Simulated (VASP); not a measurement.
A run of VASP 6.6.1 is set up as follows.

INCAR

```
  PREC = Accurate
  ENCUT = 520
  EDIFF = 1E-7
  ISMEAR = 0
  SIGMA = 0.1
  LREAL = False
  LASPH = True
  NELM = 100
  ALGO = Normal
  ISIF = 2
  LWAVE = False
  LCHARG = True
  GGA = PE
  LELF = True
  LVHAR = True
  NBANDS = 12
```

The input KPOINTS:

```
Automatic mesh
0
Gamma
  14 14 10
```

The input POSCAR:

```
Be2I
1.0
    3.4177439965      0.0000000000      0.0000000000
    0.0000000000      3.4177439965      0.0000000000
    0.0000000000      0.0000000000      4.7557004984
Be I
2 1
Direct
    0.5000000000      0.0000000000      0.5657852728
    0.0000000000      0.5000000000      0.4342147272
    0.0000000000      0.0000000000      0.0000000000
```

Potentials or basis: VASP PAW PBE potentials, release 64 (Be, I).

Command:

```console
$ cat potpaw_PBE.64/Be/POTCAR potpaw_PBE.64/I/POTCAR > POTCAR
$ mpirun -np 1 vasp_std > vasp.out
```

(1) What does it give for the pressure?

## Answers

(1) 0.0 GPa.

Caveat: an odd number of electrons without spin polarisation forces a metal; a magnetic or distorted state may lie lower.
